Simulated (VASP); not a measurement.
# TiO2 (P4_2/mnm) in VASP: notebook

The runs below take TiO2 through single point, with PBE.

Everything below comes from runs of VASP 6.6.1. Logs are shortened: lines on timing, memory, paths and dates and some standing lists are left out, and cuts for length are marked.

## (1) The cell of the first run

It takes space group P4_2/mnm (No. 136, tetragonal). The conventional cell has a = 4.860 Å, b = 4.860 Å, c = 3.201 Å, α = 90.00°, β = 90.00°, γ = 90.00°. Ti (site symmetry mmm) has 6 O at 2.09 to 2.10 Å within 2.8 Å. O (site symmetry m2m) has 3 Ti at 2.09 to 2.10 Å and 1 O at 2.68 Å within 2.8 Å.

## (2) Single point, PBE

INCAR reads:

```
PREC     = Accurate       # precision mode
ENCUT    = 520            # plane-wave cutoff, eV
EDIFF    = 1E-7           # SCF threshold, eV
ISMEAR   = 0              # smearing method
SIGMA    = 0.05           # smearing width, eV
LREAL    = F              # projectors in reciprocal space
LASPH    = T              # aspherical terms in the spheres
NELM     = 60             # most SCF steps
ALGO     = Normal         # electronic algorithm
ISIF     = 2              # what is computed and relaxed
LWAVE    = F              # write WAVECAR
LCHARG   = F              # write CHGCAR
GGA      = PE             # functional
NBANDS   = 33             # bands
```

KPOINTS reads:

```
Automatic mesh
0
Gamma
  6 6 10
```

POSCAR reads:

```
TiO2
1.0
    4.8601000000      0.0000000000      0.0000000000
    0.0000000000      4.8601000000      0.0000000000
    0.0000000000      0.0000000000      3.2010000000
Ti O
2 4
Direct
    0.0000000000      0.0000000000      0.0000000000
    0.5000000000      0.5000000000      0.5000000000
    0.3050970583      0.3050970583      0.0000000000
    0.1949029417      0.8050970583      0.5000000000
    0.6949029417      0.6949029417      0.0000000000
    0.8050970583      0.1949029417      0.5000000000
```

Potentials or basis: VASP PAW PBE potentials, release 64 (Ti_sv, O).

Command:

```bash
cat potpaw_PBE.64/Ti_sv/POTCAR potpaw_PBE.64/O/POTCAR > POTCAR
mpirun -np 1 vasp_std > vasp.out
```

OUTCAR:

```text
PREC = Accurate
   ENCUT = 520
   EDIFF = 1E-7
   ISMEAR = 0
   LREAL = F
   LASPH = T
   NELM = 60
   ISIF = 2
   GGA = PE

 ion  position               nearest neighbor table
   1  0.000  0.000  0.000-   4 2.09   6 2.09   4 2.09   6 2.09   5 2.10   3 2.10
   2  0.500  0.500  0.500-   3 2.09   5 2.09   3 2.09   5 2.09   4 2.10   6 2.10
   3  0.305  0.305  0.000-   2 2.09   2 2.09   1 2.10
   4  0.195  0.805  0.500-   1 2.09   1 2.09   2 2.10
   5  0.695  0.695  0.000-   2 2.09   2 2.09   1 2.10
   6  0.805  0.195  0.500-   1 2.09   1 2.09   2 2.10

  LATTYP: Found a simple tetragonal cell.
 ALAT       =     4.8601000000
 C/A-ratio  =     0.6586284233

  Lattice vectors:

 A1 = (   4.8601000000,   0.0000000000,   0.0000000000)
 A2 = (   0.0000000000,   4.8601000000,   0.0000000000)
 A3 = (   0.0000000000,   0.0000000000,   3.2010000000)

Analysis of symmetry for initial positions (statically):
=====================================================================
 Subroutine PRICEL returns:
 Original cell was already a primitive cell.

 Routine SETGRP: Setting up the symmetry group for a
 simple tetragonal supercell.

 Subroutine GETGRP returns: Found 16 space group operations
 (whereof  8 operations were pure point group operations)
 out of a pool of 16 trial point group operations.

The static configuration has the point symmetry D_2h.
 The point group associated with its full space group is D_4h.

Analysis of symmetry for dynamics (positions and initial velocities):
=====================================================================
 Subroutine PRICEL returns:
 Original cell was already a primitive cell.

 Routine SETGRP: Setting up the symmetry group for a
 simple tetragonal supercell.

 Subroutine GETGRP returns: Found 16 space group operations
 (whereof  8 operations were pure point group operations)
 out of a pool of 16 trial point group operations.

The dynamic configuration has the point symmetry D_2h.
 The point group associated with its full space group is D_4h.

 Subroutine INISYM returns: Found 16 space group operations
 (whereof  8 operations are pure point group operations),
 and found     1 'primitive' translations

----------------------------------------------------------------------------------------

                                     Primitive cell
[... 93 lines left out ...]
   ISPIN  =      1    spin polarized calculation?
   LNONCOLLINEAR =      F non collinear calculations
   LSORBIT =      F    spin-orbit coupling
   LASPH  =      T    aspherical Exc in radial PAW
   ENCUT  =  520.0 eV  38.22 Ry    6.18 a.u.   9.04  9.04  5.95*2*pi/ulx,y,z
   NELM   =     60;   NELMIN=  2; NELMDL= -5     # of ELM steps
   EDIFF  = 0.1E-06   stopping-criterion for ELM
   LREAL  =      F    real-space projection
   EDIFFG = 0.1E-05   stopping-criterion for IOM
   NSW    =      0    number of steps for IOM
   IBRION =     -1    ionic relax: 0-MD 1-quasi-New 2-CG
   NFREE  =      0    steps in history (QN), initial steepest desc. (CG)
   ISIF   =      2    stress and relaxation
   ISYM   =      2    0-nonsym 1-usesym 2-fastsym
   POTIM  = 0.5000    time-step for ionic-motion
   TEBEG  =    0.0;   TEEND  =   0.0 temperature during run
   PSTRESS=    0.0 pullay stress
   NELECT =      48.0000    total number of electrons
   NUPDOWN=      -1.0000    fix difference up-down
   EMIN   =  10.00;   EMAX   =-10.00  energy-range for DOS
   EFERMI =   0.00;   METHOD = LEGACY
   ISMEAR =     0;   SIGMA  =   0.05  broadening in eV -4-tet -1-fermi 0-gaus
   EFERMI_NEDOS =   21; number of points for ismear=-14 and -15
   IALGO  =     38    algorithm
   IMIX   =      4    mixing-type and parameters
     AMIX     =   0.40;   BMIX     =  1.00
     AMIX_MAG =   1.60;   BMIX_MAG =  1.00
  volume/ion in A,a.u.               =      12.60        85.04
  Fermi-wavevector in a.u.,A,eV,Ry     =   1.407008  2.658859 26.935064  1.979671
  Thomas-Fermi vector in A             =   2.529311
   LORBIT       =      0    0 simple, 1 ext, 2 COOP (PROOUT), +10 PAW based schemes
   GGA     = PE    functional components
   LHFCALC =     F    Hartree Fock is set to
   AEXX    =    0.0000 exact exchange contribution
   IVDW    =     0    specifies the selected vdW correction
   LEPSILON=     F    determine dielectric tensor
   LRPA    =     F    only Hartree local field effects (RPA)
 non-spin polarized calculation
 Gauss-broadening in eV      SIGMA  =   0.05
  energy-cutoff  :      520.00
  volume of cell :       75.61
 maximum number of plane-waves:      2060
   NGX = 19   NGY = 19   NGZ = 11

 number of electron      47.9999972 magnetization

 Free energy of the ion-electron system (eV)
  ---------------------------------------------------
  ext. energy  EPLUGINS =         0.00000000
  ---------------------------------------------------
  free energy    TOTEN  =       -52.50909710 eV

  energy without entropy =      -52.50909710  energy(sigma->0) =      -52.50909710

 E-fermi :   3.2997     XC(G=0): -10.4309

 val. band max:        3.0913669239   @ k =   0.0000   0.0000   0.0000
 cond. band min:       4.4729820882   @ k =   0.0000   0.0000   0.0000
 fundamental gap:      1.3816151643
 Fermi energy:         3.2997392783

 k-point     1 :       0.0000    0.0000    0.0000
  band No.  band energies     occupation
      1     -54.5375      2.00000
      2     -54.5314      2.00000
      3     -30.7140      2.00000
      4     -30.7140      2.00000
      5     -30.6267      2.00000
      6     -30.6245      2.00000
[... 853 lines left out ...]
     32       6.9774      0.00000
     33       7.9862      0.00000

 [... further k-points ...]
[... 5 lines left out ...]
  --------------------------------------------------------------------------------------
  -------------------------------------------------------------------------------------
  Total      -10.7346855    -10.7346855    -16.4693126      0.0000000      0.0000000      0.0000000
  in kB     -227.4698406   -227.4698406   -348.9875800      0.0000000      0.0000000      0.0000000
  external PRESSURE =    -267.9757537 kB  Pullay stress =       0.0000000 kB

 VOLUME and BASIS-vectors are now :
 -----------------------------------------------------------------------------
  energy-cutoff  :      520.00
  volume of cell :       75.61
      direct lattice vectors                 reciprocal lattice vectors
     4.860100000  0.000000000  0.000000000     0.205757083  0.000000000  0.000000000
     0.000000000  4.860100000  0.000000000     0.000000000  0.205757083  0.000000000
     0.000000000  0.000000000  3.201000000     0.000000000  0.000000000  0.312402374

 POSITION                                       TOTAL-FORCE (eV/Angst)
 -----------------------------------------------------------------------------------
      0.00000      0.00000      0.00000         0.000000      0.000000      0.000000
      2.43005      2.43005      1.60050         0.000000      0.000000      0.000000
      1.48280      1.48280      0.00000         0.344715      0.344715     -0.000000
      0.94725      3.91285      1.60050        -0.344715      0.344715     -0.000000
      3.37730      3.37730      0.00000        -0.344715     -0.344715      0.000000
      3.91285      0.94725      1.60050         0.344715     -0.344715      0.000000
 -----------------------------------------------------------------------------------
    total drift:                               -0.000000      0.000000     -0.000000

  FREE ENERGIE OF THE ION-ELECTRON SYSTEM (eV)
  ---------------------------------------------------
  free  energy   TOTEN  =       -52.5090971011 eV

  energy  without entropy=      -52.5090971011  energy(sigma->0) =      -52.50909710
```

It took 76 s on 1 thread of Intel Xeon 6975P-C (Granite Rapids), shared host; peak memory 0.25 GiB.

Results:

| Property | Result |
| --- | --- |
| Free energy | -52.5091 eV |
| Pressure | -26.8 GPa |
| Largest force | 0.488 eV/Å |
| Band gap on the k mesh | 1.38 eV |

Forces on the atoms (eV/Å):
```
Ti   0.000  0.000  0.000
Ti   0.000  0.000  0.000
O    0.345  0.345  0.000
O   -0.345  0.345  0.000
O   -0.345 -0.345  0.000
O    0.345 -0.345  0.000
```

Levels at points of the mesh, in eV from the valence-band top:
| k point | band 20 | band 21 | band 22 | band 23 | band 24 | band 25 | band 26 | band 27 | band 28 | band 29 |
| --- | --- | --- | --- | --- | --- | --- | --- | --- | --- | --- |
| (0.00, 0.00, 0.00) | -1.95 | -0.79 | -0.42 | -0.42 | 0.00 | 1.38 | 1.61 | 1.71 | 1.78 | 1.78 |
| (0.50, 0.00, 0.00) | -2.56 | -1.59 | -1.59 | -0.60 | -0.60 | 1.85 | 1.85 | 2.17 | 2.17 | 2.60 |
| (0.50, 0.50, 0.00) | -1.68 | -1.34 | -1.34 | -1.00 | -1.00 | 1.40 | 1.40 | 1.80 | 1.80 | 2.79 |
| (0.00, 0.00, 0.50) | -2.41 | -1.84 | -1.84 | -1.26 | -1.26 | 2.16 | 2.16 | 2.21 | 2.21 | 2.76 |
| (0.50, 0.00, 0.50) | -2.17 | -1.70 | -1.70 | -0.82 | -0.82 | 1.43 | 1.43 | 2.18 | 2.18 | 2.91 |
| (0.50, 0.50, 0.50) | -2.38 | -1.02 | -1.02 | -0.65 | -0.65 | 1.95 | 1.95 | 2.19 | 2.19 | 2.43 |

Caveat: the cell stands under tension. A k mesh can miss the band edges.

## (3) Single point, PBE

This run uses another cell than the first one, of 12.84 Å³/atom.

INCAR reads:

```
SYSTEM = TiO2
PREC = Accurate
ENCUT = 520
EDIFF = 1E-7
ISMEAR = 0
SIGMA = 0.05
LREAL = .FALSE.
LASPH = .TRUE.
NELM = 80
ALGO = Normal
ISIF = 2
LWAVE = .FALSE.
LCHARG = .TRUE.
GGA = PE
LELF = .TRUE.
LVHAR = .TRUE.
NBANDS = 33
```

KPOINTS reads:

```
Automatic mesh
0
G
  6 6 10
  0 0 0
```

Changes to POSCAR since step 2:

```diff
@@ -2,5 +2,5 @@
 1.0
-    4.8601000000      0.0000000000      0.0000000000
-    0.0000000000      4.8601000000      0.0000000000
-    0.0000000000      0.0000000000      3.2010000000
+    4.9684000000      0.0000000000      0.0000000000
+    0.0000000000      4.9684000000      0.0000000000
+    0.0000000000      0.0000000000      3.1219000000
 Ti O
```

Potentials or basis: VASP PAW PBE potentials, release 64 (Ti_sv, O).

Command:

```bash
cat potpaw_PBE.64/Ti_sv/POTCAR potpaw_PBE.64/O/POTCAR > POTCAR
mpirun -np 1 vasp_std > vasp.out
```

OUTCAR:

```text
SYSTEM = TiO2
   PREC = Accurate
   ENCUT = 520
   EDIFF = 1E-7
   ISMEAR = 0
   LREAL = .FALSE.
   LASPH = .TRUE.
   NELM = 80
   ISIF = 2
   GGA = PE

 ion  position               nearest neighbor table
   1  0.000  0.000  0.000-   4 2.08   6 2.08   4 2.08   6 2.08   5 2.14   3 2.14
   2  0.500  0.500  0.500-   3 2.08   5 2.08   3 2.08   5 2.08   4 2.14   6 2.14
   3  0.305  0.305  0.000-   2 2.08   2 2.08   1 2.14
   4  0.195  0.805  0.500-   1 2.08   1 2.08   2 2.14
   5  0.695  0.695  0.000-   2 2.08   2 2.08   1 2.14
   6  0.805  0.195  0.500-   1 2.08   1 2.08   2 2.14

[... 1073 lines left out ...]
  -------------------------------------------------------------------------------------
  Total      -12.4067331    -12.4067331    -14.9172484      0.0000000      0.0000000      0.0000000
  in kB     -257.9383567   -257.9383567   -310.1324508      0.0000000      0.0000000      0.0000000
  external PRESSURE =    -275.3363880 kB  Pullay stress =       0.0000000 kB

 VOLUME and BASIS-vectors are now :
 -----------------------------------------------------------------------------
  energy-cutoff  :      520.00
  volume of cell :       77.06
      direct lattice vectors                 reciprocal lattice vectors
     4.968400000  0.000000000  0.000000000     0.201272039  0.000000000  0.000000000
     0.000000000  4.968400000  0.000000000     0.000000000  0.201272039  0.000000000
     0.000000000  0.000000000  3.121900000     0.000000000  0.000000000  0.320317755

 POSITION                                       TOTAL-FORCE (eV/Angst)
 -----------------------------------------------------------------------------------
      0.00000      0.00000      0.00000         0.000000      0.000000      0.000000
      2.48420      2.48420      1.56095         0.000000      0.000000      0.000000
      1.51584      1.51584      0.00000         0.594695      0.594695     -0.000000
      0.96836      4.00004      1.56095        -0.594695      0.594695     -0.000000
      3.45256      3.45256      0.00000        -0.594695     -0.594695      0.000000
      4.00004      0.96836      1.56095         0.594695     -0.594695      0.000000
 -----------------------------------------------------------------------------------
    total drift:                                0.000000     -0.000000     -0.000000

  FREE ENERGIE OF THE ION-ELECTRON SYSTEM (eV)
  ---------------------------------------------------
  free  energy   TOTEN  =       -52.3951368794 eV

  energy  without entropy=      -52.3951368794  energy(sigma->0) =      -52.39513688
```

OSZICAR:

```text
N       E                     dE             d eps       ncg     rms          rms(c)
DAV:   1     0.633056859451E+03    0.63306E+03   -0.24049E+04  3960   0.164E+03
DAV:   2     0.271597607525E+02   -0.60590E+03   -0.56488E+03  4389   0.491E+02
DAV:   3    -0.671966613898E+02   -0.94356E+02   -0.92489E+02  5486   0.183E+02
DAV:   4    -0.715935185054E+02   -0.43969E+01   -0.43855E+01  5934   0.386E+01
[... 18 lines left out ...]
DAV:  23    -0.523951931159E+02    0.26352E-03   -0.58128E-04  4496   0.111E-01    0.820E-02
DAV:  24    -0.523951554097E+02    0.37706E-04   -0.77731E-05  5071   0.460E-02    0.480E-02
DAV:  25    -0.523951376598E+02    0.17750E-04   -0.56050E-05  4360   0.422E-02    0.113E-02
DAV:  26    -0.523951368977E+02    0.76203E-06   -0.55837E-06  5556   0.123E-02    0.272E-03
DAV:  27    -0.523951368794E+02    0.18358E-07   -0.11819E-07  2973   0.395E-03
   1 F= -.52395137E+02 E0= -.52395137E+02  d E =-.809135E-16
```

It took 94 s on 1 thread of Intel Xeon 6975P-C (Granite Rapids), shared host; peak memory 0.25 GiB.

What came out:

- Free energy: -52.3951 eV
- Pressure: -27.5 GPa
- Largest force: 0.841 eV/Å
- Band gap on the k mesh: 1.43 eV

Forces on the atoms (eV/Å):
```
Ti   0.000  0.000  0.000
Ti   0.000  0.000  0.000
O    0.595  0.595  0.000
O   -0.595  0.595  0.000
O   -0.595 -0.595  0.000
O    0.595 -0.595  0.000
```

Levels at points of the mesh, in eV from the valence-band top:
| k point | band 21 | band 22 | band 23 | band 24 | band 25 | band 26 | band 27 | band 28 |
| --- | --- | --- | --- | --- | --- | --- | --- | --- |
| (0.00, 0.00, 0.00) | -0.62 | -0.37 | -0.37 | 0.00 | 1.43 | 1.61 | 1.90 | 1.93 |
| (0.50, 0.00, 0.00) | -1.30 | -1.30 | -0.54 | -0.54 | 1.88 | 1.88 | 2.25 | 2.25 |
| (0.50, 0.50, 0.00) | -1.09 | -1.09 | -0.95 | -0.95 | 1.43 | 1.43 | 1.94 | 1.94 |
| (0.00, 0.00, 0.50) | -1.60 | -1.60 | -1.23 | -1.23 | 2.21 | 2.21 | 2.46 | 2.46 |
| (0.50, 0.00, 0.50) | -1.62 | -1.62 | -0.73 | -0.73 | 1.50 | 1.50 | 2.46 | 2.46 |
| (0.50, 0.50, 0.50) | -0.89 | -0.89 | -0.63 | -0.63 | 1.99 | 1.99 | 2.47 | 2.47 |

Caveat: the cell stands under tension. A k mesh can miss the band edges.

## (4) Single point, PBE

This run uses another cell than the first one, of 10.56 Å³/atom.

INCAR reads:

```
SYSTEM = TiO2
PREC     = Accurate       ! precision mode
ENCUT    = 910            ! plane-wave cutoff, eV
EDIFF    = 1E-6           ! SCF threshold, eV
ISMEAR   = 0              ! smearing method
SIGMA    = 0.05           ! smearing width, eV
LREAL    = .False.        ! projectors in reciprocal space
LASPH    = .True.         ! aspherical terms in the spheres
NELM     = 120            ! most SCF steps
ALGO     = Normal         ! electronic algorithm
ISIF     = 2              ! what is computed and relaxed
LWAVE    = .False.        ! write WAVECAR
LCHARG   = .True.         ! write CHGCAR
GGA      = PE             ! functional
LELF     = .True.         ! ELF
LVHAR    = .True.       
NBANDS   = 33             ! bands
GGA_COMPAT= .False.
```

KPOINTS reads:

```
Automatic mesh
0
Gamma
  6 6 10
  0 0 0
```

Changes to POSCAR since step 3:

```diff
@@ -2,5 +2,5 @@
 1.0
-    4.9684000000      0.0000000000      0.0000000000
-    0.0000000000      4.9684000000      0.0000000000
-    0.0000000000      0.0000000000      3.1219000000
+    4.7517000000      0.0000000000      0.0000000000
+    0.0000000000      4.7517000000      0.0000000000
+    0.0000000000      0.0000000000      2.8058000000
 Ti O
```

Potentials or basis: VASP PAW PBE potentials, release 64 (Ti_sv, O_h).

Command:

```bash
cat potpaw_PBE.64/Ti_sv/POTCAR potpaw_PBE.64/O_h/POTCAR > POTCAR
mpirun -np 1 vasp_std > vasp.out
```

Wall time 4.2 min (1 thread of Intel Xeon Platinum 8259CL at 2.50GHz (Skylake/Cascade Lake), shared host); peak memory 0.39 GiB.

The run converged. Its results:

```yaml
Free_energy: -53.4590 eV
Pressure: 6.5 GPa
Largest_force: 0.128 eV/Å
Band_gap_on_the_k_mesh: 2.01 eV (least direct gap 2.02 eV)
```

Forces in eV/Å, atoms in the order of the input:
```
Ti   0.000  0.000  0.000
Ti   0.000  0.000  0.000
O   -0.090 -0.090  0.000
O    0.090 -0.090  0.000
O    0.090  0.090  0.000
O   -0.090  0.090  0.000
```

Stress tensor (GPa, compression positive):
```
-1.50  0.00  0.00
 0.00 -1.50  0.00
 0.00  0.00 22.56
```

Levels at points of the mesh, in eV from the valence-band top:
| k point | band 20 | band 21 | band 22 | band 23 | band 24 | band 25 | band 26 | band 27 | band 28 | band 29 |
| --- | --- | --- | --- | --- | --- | --- | --- | --- | --- | --- |
| (0.00, 0.00, 0.00) | -1.16 | -0.29 | -0.29 | -0.19 | -0.01 | 2.01 | 2.21 | 3.04 | 3.04 | 3.04 |
| (0.50, 0.00, 0.00) | -2.77 | -0.89 | -0.89 | -0.58 | -0.58 | 2.68 | 2.68 | 3.41 | 3.41 | 4.05 |
| (0.50, 0.50, 0.00) | -2.10 | -0.90 | -0.90 | -0.65 | -0.65 | 2.01 | 2.01 | 3.05 | 3.05 | 4.30 |
| (0.00, 0.00, 0.50) | -2.87 | -1.79 | -1.79 | -1.28 | -1.28 | 3.14 | 3.14 | 3.82 | 3.82 | 4.10 |
| (0.50, 0.00, 0.50) | -2.01 | -1.87 | -1.87 | -0.78 | -0.78 | 2.20 | 2.20 | 4.04 | 4.04 | 4.12 |
| (0.50, 0.50, 0.50) | -2.86 | -0.94 | -0.94 | -0.58 | -0.58 | 2.85 | 2.85 | 3.41 | 3.41 | 4.12 |

Caveat: the cutoff is under 1.25 times the usual one of these potentials, so pressure, stress and relaxed cells hold a basis-set (Pulay) error; the cell stands under pressure. As with any semilocal functional, this PBE gap is likely too small.

## (5) Summary

| potentials or basis | cell | cutoff (eV) | gap on the mesh (eV) | pressure (GPa) | largest force (eV/Å) |
| --- | --- | --- | --- | --- | --- |
| VASP PAW PBE potentials, release 64 (Ti_sv, O) | a = 4.860, b = 4.860, c = 3.201 Å, 6 atoms | 520 | 1.38 | -26.8 | 0.49 |
| VASP PAW PBE potentials, release 64 (Ti_sv, O) | a = 4.968, b = 4.968, c = 3.122 Å, 6 atoms | 520 | 1.43 | -27.5 | 0.84 |
| VASP PAW PBE potentials, release 64 (Ti_sv, O_h) | a = 4.752, b = 4.752, c = 2.806 Å, 6 atoms | 910 | 2.01 | 6.5 | 0.13 |

Alike in all rows: task single point; level PBE; no spin polarisation; k mesh 6 × 6 × 10; smearing gaussian 0.05 eV.

Caveats: the cell stands under tension (at least some runs); the cutoff is under 1.25 times the usual one of these potentials, so pressure, stress and relaxed cells hold a basis-set (Pulay) error (at least some runs); the cell stands under pressure (at least some runs).

Total energies depend on the potentials used, so only differences within one code and one set of settings carry meaning.
